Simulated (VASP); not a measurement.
The system is Zn.

```
Zn
1.0
    -1.56904    1.56904    1.56904
     1.56904   -1.56904    1.56904
     1.56904    1.56904   -1.56904
Zn
1
Direct
  0.00000 0.00000 0.00000
```

* Program: VASP 6.6.1
* Task: relaxation of cell and atoms
* Functional: LDA
* Potentials or basis: VASP PAW LDA potentials, release 64 (Zn)
* Cutoff: 600 eV
* k mesh: 19 × 19 × 19
* Occupations: methfessel-paxton, width 0.1 eV
* Spin: no spin polarisation

At the start: pressure -7.7 GPa; volume 15.45 Å³/atom.

**Question.** Where does the relaxation end?

**Answer.** Over 3 steps the energy falls by 45.3 meV/atom and the volume is 13.77 Å³/atom (-10.9 %); space group Im-3m (No. 229, to 0.05 Å).

Step by step:
```csv
step,energy change (eV),largest force (eV/Å),pressure (GPa),volume (Å³)
1,0.0000,0.0000,-7.74,15.45
2,-0.0452,0.0000,-0.47,13.84
3,-0.0453,0.0000,0.17,13.77
```

Final structure:
```yaml
crystal:
  lattice:
    - [-1.50985, 1.50985, 1.50985]
    - [1.50985, -1.50985, 1.50985]
    - [1.50985, 1.50985, -1.50985]
  atoms:
    - { symbol: Zn, position: [0.00000, 0.00000, 0.00000] }
```
